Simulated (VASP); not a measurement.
# FeGe (P2_13) in VASP: relaxation of volume and atoms at fixed shape with LDA

Aim: the relaxation of volume and atoms at fixed shape of FeGe with LDA.

All numbers are computed with VASP 6.6.1; they aren't measurements. Logs are shortened: lines on timing, memory, paths and dates and some standing lists are left out, and cuts for length are marked.

### 1 The cell of the first run

Symmetry: P2_13, No. 198, cubic system. Conventional cell: a = 4.700 Å, b = 4.700 Å, c = 4.700 Å, α = 90.00°, β = 90.00°, γ = 90.00°. Within 3.2 Å of Fe (site symmetry 3) lie 7 Ge at 2.39 to 2.64 Å and 6 Fe at 2.88 Å. Ge (site symmetry 3) has 7 Fe at 2.39 to 2.64 Å and 6 Ge at 2.91 Å within 3.2 Å.

### 2 Relaxation of volume and atoms at fixed shape, LDA

File INCAR:

```
SYSTEM = FeGe
ALGO = Normal
EDIFF = 1E-6
EDIFFG = -0.01
ENCUT = 600
IBRION = 2
ISIF = 8
ISMEAR = 0
LASPH = .True.
LCHARG = .False.
LREAL = .False.
LWAVE = .False.
NELM = 80
NSW = 60
PREC = Accurate
SIGMA = 0.05
```

File KPOINTS:

```
k-points
0
Gamma
  8 8 8
  0 0 0
```

File POSCAR:

```
FeGe
1.0
    4.7000000000      0.0000000000      0.0000000000
    0.0000000000      4.7000000000      0.0000000000
    0.0000000000      0.0000000000      4.7000000000
Fe Ge
4 4
Direct
    0.1360000000      0.1360000000      0.1360000000
    0.6360000000      0.3640000000      0.8640000000
    0.8640000000      0.6360000000      0.3640000000
    0.3640000000      0.8640000000      0.6360000000
    0.8430000000      0.8430000000      0.8430000000
    0.3430000000      0.6570000000      0.1570000000
    0.1570000000      0.3430000000      0.6570000000
    0.6570000000      0.1570000000      0.3430000000
```

Potentials or basis: VASP PAW LDA potentials, release 64 (Fe, Ge_d).

Launch:

```console
$ cat potpaw_LDA.64/Fe/POTCAR potpaw_LDA.64/Ge_d/POTCAR > POTCAR
$ mpirun -np 1 vasp_std > vasp.out
```

OUTCAR:

```text
SYSTEM = FeGe
   EDIFF = 1E-6
   EDIFFG = -0.01
   ENCUT = 600
   IBRION = 2
   ISIF = 8
   ISMEAR = 0
   LASPH = .True.
   LREAL = .False.
   NELM = 80
   NSW = 60
   PREC = Accurate

 ion  position               nearest neighbor table
   1  0.136  0.136  0.136-   5 2.39   6 2.45   7 2.45   8 2.45   6 2.64   7 2.64   8 2.64   3 2.88
                             4 2.88   2 2.88   4 2.88   3 2.88   2 2.88
   2  0.636  0.364  0.864-   6 2.39   5 2.45   7 2.45   8 2.45   7 2.64   8 2.64   5 2.64   1 2.88
                             3 2.88   3 2.88   4 2.88   4 2.88   1 2.88
   3  0.864  0.636  0.364-   7 2.39   6 2.45   5 2.45   8 2.45   8 2.64   5 2.64   6 2.64   1 2.88
                             2 2.88   2 2.88   1 2.88   4 2.88   4 2.88
   4  0.364  0.864  0.636-   8 2.39   6 2.45   7 2.45   5 2.45   6 2.64   7 2.64   5 2.64   1 2.88
                             1 2.88   2 2.88   2 2.88   3 2.88   3 2.88
   5  0.843  0.843  0.843-   1 2.39   2 2.45   3 2.45   4 2.45   2 2.64   3 2.64   4 2.64   6 2.91
                             7 2.91   8 2.91   8 2.91   7 2.91   6 2.91
   6  0.343  0.657  0.157-   2 2.39   1 2.45   3 2.45   4 2.45   3 2.64   4 2.64   1 2.64   8 2.91
                             5 2.91   7 2.91   7 2.91   8 2.91   5 2.91
   7  0.157  0.343  0.657-   3 2.39   2 2.45   1 2.45   4 2.45   4 2.64   1 2.64   2 2.64   8 2.91
                             5 2.91   6 2.91   5 2.91   6 2.91   8 2.91
   8  0.657  0.157  0.343-   4 2.39   2 2.45   3 2.45   1 2.45   2 2.64   3 2.64   1 2.64   7 2.91
                             5 2.91   5 2.91   6 2.91   6 2.91   7 2.91

  LATTYP: Found a simple cubic cell.
 ALAT       =     4.7000000000

  Lattice vectors:

 A1 = (   4.7000000000,   0.0000000000,   0.0000000000)
 A2 = (   0.0000000000,   4.7000000000,   0.0000000000)
 A3 = (   0.0000000000,   0.0000000000,   4.7000000000)

Analysis of symmetry for initial positions (statically):
=====================================================================
 Subroutine PRICEL returns:
 Original cell was already a primitive cell.

 Routine SETGRP: Setting up the symmetry group for a
 simple cubic supercell.

 Subroutine GETGRP returns: Found 12 space group operations
 (whereof  3 operations were pure point group operations)
 out of a pool of 48 trial point group operations.

The static configuration has the point symmetry C_3 .
 The point group associated with its full space group is T   .

Analysis of symmetry for dynamics (positions and initial velocities):
=====================================================================
 Subroutine PRICEL returns:
 Original cell was already a primitive cell.

 Routine SETGRP: Setting up the symmetry group for a
 simple cubic supercell.

 Subroutine GETGRP returns: Found 12 space group operations
 (whereof  3 operations were pure point group operations)
 out of a pool of 48 trial point group operations.

The dynamic configuration has the point symmetry C_3 .
[... 138 lines left out ...]
   LHFCALC =     F    Hartree Fock is set to
   AEXX    =    0.0000 exact exchange contribution
   IVDW    =     0    specifies the selected vdW correction
   LEPSILON=     F    determine dielectric tensor
   LRPA    =     F    only Hartree local field effects (RPA)
 conjugate gradient relaxation of ions
 non-spin polarized calculation
 Gauss-broadening in eV      SIGMA  =   0.05
  energy-cutoff  :      600.00
  volume of cell :      103.82
 maximum number of plane-waves:      3495
 NGX is ok and might be reduce to    40
   NGX = 19   NGY = 19   NGZ = 19

--------------------------------------- Ionic step        1  -------------------------------------------

 number of electron      88.0000052 magnetization

 Free energy of the ion-electron system (eV)
  ---------------------------------------------------
  ext. energy  EPLUGINS =         0.00000000
  ---------------------------------------------------
  free energy    TOTEN  =       -59.15744013 eV

  energy without entropy =      -59.14791944  energy(sigma->0) =      -59.15267979

------------------------ aborting loop because EDIFF is reached ----------------------------------------

  FORCE on cell =-STRESS in cart. coord.  units (eV):
  Direction    XX          YY          ZZ          XY          YZ          ZX
  --------------------------------------------------------------------------------------
  -------------------------------------------------------------------------------------
  Total      -12.0287627    -12.0287627    -12.0287627     -0.0000000      0.0000000     -0.0000000
  in kB     -185.6256403   -185.6256403   -185.6256403     -0.0000000      0.0000000     -0.0000000
  external PRESSURE =    -185.6256403 kB  Pullay stress =       0.0000000 kB
[... 29 lines left out ...]
--------------------------------------- Ionic step        2  -------------------------------------------

 number of electron      88.0000019 magnetization

 E-fermi :  10.4944     XC(G=0): -14.4493

 val. band max:       10.4401885753   @ k =   0.2500   0.0000   0.0000
 cond. band min:      10.5556630893   @ k =   0.2500   0.2500   0.1250
 fundamental gap:      0.1154745140
 Fermi energy:        10.4943519583

 k-point     1 :       0.0000    0.0000    0.0000
  band No.  band energies     occupation
      1     -14.3808      2.00000
      2     -14.3808      2.00000
      3     -14.3808      2.00000
      4     -14.3221      2.00000
      5     -14.3221      2.00000
      6     -14.3221      2.00000
[... 1388 lines left out ...]
  FREE ENERGIE OF THE ION-ELECTRON SYSTEM (eV)
  ---------------------------------------------------
  free  energy   TOTEN  =       -59.8392811497 eV

  energy  without entropy=      -59.8337749412  energy(sigma->0) =      -59.83652805

[... ionic steps 4 to 7 ...]

--------------------------------------- Ionic step        8  -------------------------------------------

 number of electron      87.9999999 magnetization

------------------------ aborting loop because EDIFF is reached ----------------------------------------
[... 79 lines left out ...]
--------------------------------------- Ionic step       10  -------------------------------------------

 number of electron      88.0000003 magnetization

 Free energy of the ion-electron system (eV)
  ---------------------------------------------------
  ext. energy  EPLUGINS =         0.00000000
  ---------------------------------------------------
  free energy    TOTEN  =       -59.85809814 eV

  energy without entropy =      -59.85430771  energy(sigma->0) =      -59.85620293

 E-fermi :   8.7957     XC(G=0): -13.7162

 val. band max:        8.7448438267   @ k =   0.2500   0.1250   0.1250
 cond. band min:       8.8502822400   @ k =   0.3750   0.1250   0.1250
 fundamental gap:      0.1054384132
 Fermi energy:         8.7956725593

 k-point     1 :       0.0000    0.0000    0.0000
  band No.  band energies     occupation
      1     -15.8981      2.00000
      2     -15.8981      2.00000
      3     -15.8981      2.00000
      4     -15.8540      2.00000
      5     -15.8540      2.00000
      6     -15.8540      2.00000
[... 1346 lines left out ...]
  FREE ENERGIE OF THE ION-ELECTRON SYSTEM (eV)
  ---------------------------------------------------
  free  energy   TOTEN  =       -59.8580981368 eV

  energy  without entropy=      -59.8543077134  energy(sigma->0) =      -59.85620293

 reached required accuracy - stopping structural energy minimisation
```

OSZICAR:

```text
N       E                     dE             d eps       ncg     rms          rms(c)
DAV:   1     0.106249945185E+04    0.10625E+04   -0.40729E+04  5184   0.481E+03
DAV:   2     0.177846940387E+03   -0.88465E+03   -0.86077E+03  4680   0.111E+03
DAV:   3    -0.425238134788E+02   -0.22037E+03   -0.21086E+03  4688   0.325E+02
DAV:   4    -0.644459708926E+02   -0.21922E+02   -0.21464E+02  6000   0.109E+02
[... 88 lines left out ...]
DAV:   2    -0.598581842414E+02    0.26840E-04   -0.19931E-03  6312   0.423E-01    0.589E-02
DAV:   3    -0.598581392826E+02    0.44959E-04   -0.48271E-04  5576   0.232E-01    0.515E-02
DAV:   4    -0.598581012336E+02    0.38049E-04   -0.15437E-04  6048   0.117E-01    0.135E-02
DAV:   5    -0.598580982775E+02    0.29561E-05   -0.13163E-05  5700   0.389E-02    0.473E-03
DAV:   6    -0.598580981368E+02    0.14067E-06   -0.64503E-07  2560   0.776E-03
  10 F= -.59858098E+02 E0= -.59856203E+02  d E =-.138913E-03
```

CONTCAR:

```text
FeGe
   1.00000000000000
     4.5427728706491219    0.0000000000000000    0.0000000000000000
     0.0000000000000000    4.5427728706491219    0.0000000000000000
     0.0000000000000000    0.0000000000000000    4.5427728706491219
  Fe              Ge
     4     4
Direct
     0.1347208937058735    0.1347208937058735    0.1347208937058735
     0.6347208937058735    0.3652791062941264    0.8652791062941265
     0.8652791062941265    0.6347208937058735    0.3652791062941264
     0.3652791062941264    0.8652791062941265    0.6347208937058735
     0.8384789207867468    0.8384789207867468    0.8384789207867468
     0.3384789207867468    0.6615210792132532    0.1615210792132532
     0.1615210792132532    0.3384789207867468    0.6615210792132532
     0.6615210792132532    0.1615210792132532    0.3384789207867468

  0.00000000E+00  0.00000000E+00  0.00000000E+00
  0.00000000E+00  0.00000000E+00  0.00000000E+00
  0.00000000E+00  0.00000000E+00  0.00000000E+00
  0.00000000E+00  0.00000000E+00  0.00000000E+00
  0.00000000E+00  0.00000000E+00  0.00000000E+00
  0.00000000E+00  0.00000000E+00  0.00000000E+00
  0.00000000E+00  0.00000000E+00  0.00000000E+00
  0.00000000E+00  0.00000000E+00  0.00000000E+00
```

Run time: 41 min. Hardware: 1 thread of Oxide Virtual Turin-like, shared host; peak memory 0.33 GiB.

What came out:

| Quantity | Value |
| --- | --- |
| Free energy | -59.8581 eV |
| Relaxed volume | 11.72 Å³/atom |
| Relaxed cell | a = 4.543 Å, b = 4.543 Å, c = 4.543 Å, α = 90.00°, β = 90.00°, γ = 90.00° |
| Space group after relaxing (to 0.1 Å) | P2_13 (No. 198) |
| Energy gained by relaxing | 87.6 meV/atom |
| Ionic steps | 10 |
| Pressure after relaxing | -0.1 GPa |
| Largest force after relaxing | 0.004 eV/Å |
| Band gap on the k mesh | 0.11 eV (least direct gap 0.12 eV) |

Forces in eV/Å, atoms in the order of the input:
```
Fe  -0.002 -0.002 -0.002
Fe  -0.002  0.002  0.002
Fe   0.002 -0.002  0.002
Fe   0.002  0.002 -0.002
Ge   0.002  0.002  0.002
Ge   0.002 -0.002 -0.002
Ge  -0.002  0.002 -0.002
Ge  -0.002 -0.002  0.002
```

Step by step:
| step | energy change (eV) | largest force (eV/Å) | pressure (GPa) | volume (Å³) |
| --- | --- | --- | --- | --- |
| 1 | 0.0000 | 0.5323 | -18.56 | 103.82 |
| 2 | 0.4433 | 0.8548 | 37.44 | 82.83 |
| 3 | -0.6818 | 0.3776 | -0.45 | 93.75 |
| 4 | -0.6825 | 0.3697 | 0.24 | 93.51 |
| 5 | -0.6984 | 0.1208 | 0.12 | 93.57 |
| 6 | -0.7003 | 0.0398 | 0.15 | 93.60 |
| 7 | -0.7002 | 0.0411 | 0.14 | 93.60 |
| 8 | -0.7005 | 0.0287 | -0.10 | 93.74 |
| 9 | -0.7005 | 0.0233 | -0.24 | 93.80 |
| 10 | -0.7007 | 0.0036 | -0.10 | 93.75 |

Final structure:
```xyz
8
Lattice="4.5428 0.0000 0.0000 0.0000 4.5428 0.0000 0.0000 0.0000 4.5428" Properties=species:S:1:pos:R:3 pbc="T T T"
Fe    0.6120    0.6120    0.6120
Fe    2.8834    1.6594    3.9308
Fe    3.9308    2.8834    1.6594
Fe    1.6594    3.9308    2.8834
Ge    3.8090    3.8090    3.8090
Ge    1.5376    3.0051    0.7338
Ge    0.7338    1.5376    3.0051
Ge    3.0051    0.7338    1.5376
```

Levels at points of the mesh, in eV from the valence-band top:
| k point | band 41 | band 42 | band 43 | band 44 | band 45 | band 46 | band 47 | band 48 |
| --- | --- | --- | --- | --- | --- | --- | --- | --- |
| (0.00, 0.00, 0.00) | -0.22 | -0.22 | -0.05 | -0.05 | 0.51 | 0.51 | 0.51 | 2.52 |
| (0.50, 0.00, 0.00) | -0.34 | -0.34 | -0.02 | -0.02 | 0.15 | 0.15 | 1.63 | 1.63 |
| (0.50, 0.50, 0.00) | -0.94 | -0.94 | -0.31 | -0.31 | 0.57 | 0.57 | 1.04 | 1.04 |
| (0.50, 0.50, 0.50) | -0.53 | -0.53 | -0.53 | -0.53 | 0.36 | 0.36 | 0.36 | 0.36 |

A k mesh can miss the band edges. Spin polarisation is off, so any magnetic state and its effect on volume and gap are missing.
